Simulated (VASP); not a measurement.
MoS2, 6 atoms in the cell. Symmetry: P6_3/mmc, No. 194, hexagonal system. The conventional cell has a = 3.169 Å, b = 3.169 Å, c = 12.324 Å, α = 90.00°, β = 90.00°, γ = 120.00°. Within 3.2 Å of Mo (site symmetry -6m2) lie 6 S at 2.41 Å and 6 Mo at 3.17 Å. S (site symmetry 3m) has 3 Mo at 2.41 Å and 7 S at 3.13 to 3.17 Å within 3.2 Å. 

```yaml
Program: VASP 6.6.1
Task: relaxation of cell and atoms
Functional: PBEsol
Potentials_or_basis: VASP PAW PBE potentials, release 64 (Mo_sv, S)
Cutoff: 600 eV
k_mesh: 8 × 8 × 2
Occupations: gaussian, width 0.01 eV
Spin: no spin polarisation
Dipole_correction: no
Further_INCAR_settings: ALGO = Normal; EDIFF = 1e-06; IBRION = 2; EDIFFG = -0.002; NSW = 100; ISIF = 3
```

Potentials or basis: VASP PAW PBE potentials, release 64 (Mo_sv, S).

Launch:

```bash
$ cat potpaw_PBE.64/Mo_sv/POTCAR potpaw_PBE.64/S/POTCAR > POTCAR
$ mpirun -np 1 vasp_std > vasp.out
```

Hardware: 1 thread of Intel(R) Xeon(R) 6975P-C (Granite Rapids), on a shared host.

Task: How long does it take, and how much memory?

Result: It took 8.5 min on 1 thread of Intel(R) Xeon(R) 6975P-C (Granite Rapids) (shared host), peak memory 0.31 GiB. Counts: scf iterations 158, k points 20, ion steps 22.
